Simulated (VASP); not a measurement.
Here is a VASP 6.6.1 calculation.

INCAR

```
SYSTEM = C
  ALGO = Normal
  EDIFF = 1E-6
  ENCUT = 600
  GGA = PS
  GGA_COMPAT = .False.
  ISIF = 2
  ISMEAR = 0
  LASPH = .True.
  LCHARG = .False.
  LREAL = .False.
  LWAVE = .False.
  NBANDS = 16
  NELM = 120
  PREC = Accurate
  SIGMA = 0.15
```

Contents of KPOINTS:

```
k-points
0
Gamma
  18 18 6
  0 0 0
```

File POSCAR:

```
C
1.0
    1.2294745828     -2.1290849001      0.0000000000
    1.2294745828      2.1290849001      0.0000000000
    0.0000000000      0.0000000000      7.3778161753
C
4
Direct
    0.0940581432      0.7673460677      0.7498448864
    0.5725851628      0.5660106263      0.2501554438
    0.9059418568      0.2326539323      0.2501551136
    0.4274148372      0.4339893737      0.7498445562
```

Potentials or basis: VASP PAW PBE potentials, release 64 (C).

Command:

```sh
$ cat potpaw_PBE.64/C/POTCAR > POTCAR
$ mpirun -np 1 vasp_std > vasp.out
```

Task: What does it give for the pressure?

Result: 0.3 GPa.

Task: Predict the largest force.

Result: 0.006 eV/Å.

Stress tensor (GPa, compression positive):
```
 0.51 -0.05  0.00
-0.05  0.66  0.00
 0.00  0.00 -0.33
```

Caveat: this functional lacks dispersion, which binds the layers, so the pressure and a relaxed spacing across them are unreliable; the PAW data sets were made with another functional, which shifts forces and pressure a little.
